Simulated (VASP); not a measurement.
Wanted: the native input for a VASP 6.6.1 run.

* Task: single point
* Functional: PBE
* Potentials or basis: VASP PAW PBE potentials, release 64 (In_d, W_sv)
* Cutoff: 520 eV
* k mesh: 4 × 4 × 4
* Occupations: gaussian, width 0.1 eV
* Spin: no spin polarisation
* Dipole correction: no
* Further INCAR settings: ALGO = Normal; EDIFF = 1e-07; NBANDS = 42

The structure of InW4 lies in POSCAR:

```
InW4
1.0
    4.8111217918      0.0000000000      0.0000000000
    0.0000000000      4.8111217918      0.0000000000
    0.0000000000      0.0000000000      4.8111217918
In W
1 4
Direct
    0.0000000000      0.0000000000      0.0000000000
    0.0000000000      0.5000000000      0.5000000000
    0.5000000000      0.0000000000      0.5000000000
    0.5000000000      0.5000000000      0.0000000000
    0.5000000000      0.5000000000      0.5000000000
```

The input as run:

INCAR

```
SYSTEM = InW4
ALGO     = Normal         ! electronic algorithm
EDIFF    = 1E-7           ! SCF threshold, eV
ENCUT    = 520            ! plane-wave cutoff, eV
GGA      = PE             ! functional
ISIF     = 2              ! what is computed and relaxed
ISMEAR   = 0              ! smearing method
LASPH    = .TRUE.         ! aspherical terms in the spheres
LCHARG   = .FALSE.        ! write CHGCAR
LREAL    = .FALSE.        ! projectors in reciprocal space
LWAVE    = .FALSE.        ! write WAVECAR
NBANDS   = 42             ! bands
NELM     = 100            ! most SCF steps
PREC     = Accurate       ! precision mode
SIGMA    = 0.1            ! smearing width, eV
```

KPOINTS

```
k-points
0
G
  4 4 4
  0 0 0
```

Potentials or basis: VASP PAW PBE potentials, release 64 (In_d, W_sv).

Launch:

```bash
$ cat potpaw_PBE.64/In_d/POTCAR potpaw_PBE.64/W_sv/POTCAR > POTCAR
$ mpirun -np 1 vasp_std > vasp.out
```

It gave:

```json
{
 "Pressure": "0.7 GPa"
}
```

It took 26 s on 1 thread of Intel(R) Xeon(R) 6975P-C (Granite Rapids), with other jobs on the host, peak memory 0.21 GiB.
